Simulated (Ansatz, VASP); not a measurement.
## Si3Ge in VASP and in Ansatz

File POSCAR:

```
Si3Ge
1.0
    1.9618881851      1.1326966718      6.4037535606
   -1.9618881851      1.1326966718      6.4037535606
    0.0000000000     -2.2653933436      6.4037535606
Si Ge
3 1
Direct
    1.0013363433      0.0013363433      0.0013363433
    0.4987055951      0.4987055951      0.4987055951
    0.3750071689      0.3750071689      0.3750071689
    0.8749508926      0.8749508926      0.8749508926
```

Contents of INCAR.step1:

```
PREC = Accurate ; ENCUT = 520
ISMEAR = 0 ; SIGMA = 0.01
LREAL = F ; LASPH = T
NELM = 60 ; NBANDS = 21
GGA = PE ; ALGO = Normal
EDIFF = 1E-4 ; LWAVE = T
LCHARG = F
```

INCAR.step2

```
PREC = Accurate ; ENCUT = 520
EDIFF = 1E-7 ; ISMEAR = 0
SIGMA = 0.01 ; LREAL = F
LASPH = T ; NELM = 60
ALGO = Normal ; ISIF = 2
LWAVE = F ; LCHARG = T
METAGGA = R2SCAN ; LMIXTAU = T
LELF = T ; LVHAR = T
NBANDS = 21 ; ISTART = 1
```

File KPOINTS:

```
Automatic mesh
0
Gamma
  6 6 6
```

Input for Ansatz:

```yaml
crystal:
  lattice:
    - [1.9618881851, 1.1326966718, 6.4037535606]
    - [-1.9618881851, 1.1326966718, 6.4037535606]
    - [0.0, -2.2653933436, 6.4037535606]
  atoms:
    - { symbol: Si, position: [1.0013363433, 0.0013363433, 0.0013363433] }
    - { symbol: Si, position: [0.4987055951, 0.4987055951, 0.4987055951] }
    - { symbol: Si, position: [0.3750071689, 0.3750071689, 0.3750071689] }
    - { symbol: Ge, position: [0.8749508926, 0.8749508926, 0.8749508926] }
kpoints:
  mp_grid: { grid: [6, 6, 6] }
hamiltonian:
  xc: r2scan
scf:
  occupations: { method: fixed }
  n_extra_bands: 5
output:
  forces: true
  stress: true
  eigenvalues: true
```

Alike in both runs: task single point; functional r2SCAN; k mesh 6 × 6 × 6; no spin polarisation.

|  | VASP | Ansatz |
| --- | --- | --- |
| version | VASP 6.6.1 | Ansatz 0.2.0 |
| potentials or method | VASP PAW PBE potentials, release 64 (Si, Ge_d) | plane waves, PAW |
| plane-wave cutoff (eV) | 520 | 500 |
| occupations | gaussian, width 0.01 eV | fixed |
| valence electrons in the cell | 26 | 26 |

|  | VASP | Ansatz | Ansatz less VASP |
| --- | --- | --- | --- |
| gap on the k mesh at the Fermi level (eV) | 0.84 | 0.83 | -0.006 |
| pressure (GPa) | -2.6 | -2.5 | +0.13 |
| traceless stress, the component that is largest in VASP (GPa) | -0.11 | -0.11 | +0.001 |
| rms of the force components (eV/Å) | 0.010 | 0.006 | -0.0044 |

VASP's potentials were made for PBE, not for r2SCAN. Atom by atom the forces differ by 0.006 eV/Å (rms over components).
